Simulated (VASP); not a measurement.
A run of VASP 6.6.1 is set up as follows.

The input INCAR:

```
SYSTEM = Au
PREC = Accurate
ENCUT = 520
EDIFF = 1E-6
ISMEAR = -1
SIGMA = 0.08
LREAL = .FALSE.
LASPH = .TRUE.
NELM = 100
ALGO = Normal
ISIF = 2
LWAVE = .FALSE.
LCHARG = .TRUE.
GGA = PS
LELF = .TRUE.
LVHAR = .TRUE.
NBANDS = 12
```

KPOINTS

```
Automatic mesh
0
G
  18 18 18
  0 0 0
```

File POSCAR:

```
Au
1.0
    0.0000000000      1.8954486235      1.8954486235
    1.8954486235      0.0000000000      1.8954486235
    1.8954486235      1.8954486235      0.0000000000
Au
1
Direct
    0.0000000000      0.0000000000      0.0000000000
```

Potentials or basis: VASP PAW PBE potentials, release 64 (Au).

Run with:

```sh
$ cat potpaw_PBE.64/Au/POTCAR > POTCAR
$ mpirun -np 1 vasp_std > vasp.out
```

Problem. Predict the pressure.

Solution. 72.9 GPa.

Caveat: the PAW data sets were made with another functional, which shifts forces and pressure a little.
